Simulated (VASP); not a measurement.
Si, 2 atoms in the cell. The cell holds a slab with vacuum, 2 atoms: a = 3.847 Å, b = 3.847 Å, c = 28.000 Å, α = 90.00°, β = 90.00°, γ = 120.00°. 

```yaml
Program: VASP 6.6.1
Task: single point
Functional: PBE
Dispersion: D3(BJ)
Potentials_or_basis: VASP PAW PBE potentials, release 64 (Si)
Cutoff: 520 eV
k_mesh: 15 × 15 × 1
Occupations: gaussian, width 0.1 eV
Spin: no spin polarisation
Dipole_correction: yes
Further_INCAR_settings: ALGO = Normal; EDIFF = 1e-06; NBANDS = 11
```

Potentials or basis: VASP PAW PBE potentials, release 64 (Si).

Run with:

```bash
$ cat potpaw_PBE.64/Si/POTCAR > POTCAR
$ mpirun -np 1 vasp_std > vasp.out
```

Hardware: 1 thread of Intel(R) Xeon(R) 6975P-C (Granite Rapids), with other jobs on the host.

**Question.** How long does it take, and how much memory?

**Answer.** Run time: 84 s on 1 thread of Intel(R) Xeon(R) 6975P-C (Granite Rapids), on a shared host, peak memory 0.48 GiB. Counts: scf iterations 21, k points 27.
